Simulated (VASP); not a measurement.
Set up this calculation in VASP 6.6.1, as the native input.

| Property | Result |
| --- | --- |
| Task | single point |
| Functional | LDA |
| Potentials or basis | VASP PAW LDA potentials, release 64 (Sr_sv, Ti_sv, O) |
| Cutoff | 520 eV |
| k mesh | 6 × 6 × 6 |
| Occupations | fermi-dirac, width 0.02 eV |
| Spin | no spin polarisation |
| Dipole correction | no |
| Further INCAR settings | ALGO = Normal; EDIFF = 1e-06; NBANDS = 28 |

The structure of SrTiO3 lies in POSCAR:

```
SrTiO3
1.0
    3.8542325403      0.0000000000      0.0000000000
    0.0000000000      3.8542325403      0.0000000000
    0.0000000000      0.0000000000      3.8542325403
Sr Ti O
1 1 3
Direct
    0.5000000000      0.5000000000      0.5000000000
    0.0000000000      0.0000000000      0.0000000000
    0.5000000000      0.0000000000      0.0000000000
    0.0000000000      0.5000000000      0.0000000000
    0.0000000000      0.0000000000      0.5000000000
```

These files were run (other wordings do the same):

INCAR

```
SYSTEM = SrTiO3
PREC = Accurate
ENCUT = 520
EDIFF = 1E-6
ISMEAR = -1
SIGMA = 0.02
LREAL = .FALSE.
LASPH = .TRUE.
NELM = 100
ALGO = Normal
ISIF = 2
LWAVE = .FALSE.
LCHARG = .FALSE.
GGA = CA
NBANDS = 28
```

KPOINTS

```
Automatic mesh
0
G
  6 6 6
  0 0 0
```

Potentials or basis: VASP PAW LDA potentials, release 64 (Sr_sv, Ti_sv, O).

The run is started by

```sh
$ cat potpaw_LDA.64/Sr_sv/POTCAR potpaw_LDA.64/Ti_sv/POTCAR potpaw_LDA.64/O/POTCAR > POTCAR
$ mpirun -np 1 vasp_std > vasp.out
```

Results of the run:

The pressure is 1.1 GPa and the band gap on the k mesh is 1.81 eV (least direct gap 2.15 eV).

It took 30 s on 1 thread of AMD EPYC 7R43 64-Core Processor (Zen 3) (shared host), peak memory 0.14 GiB.
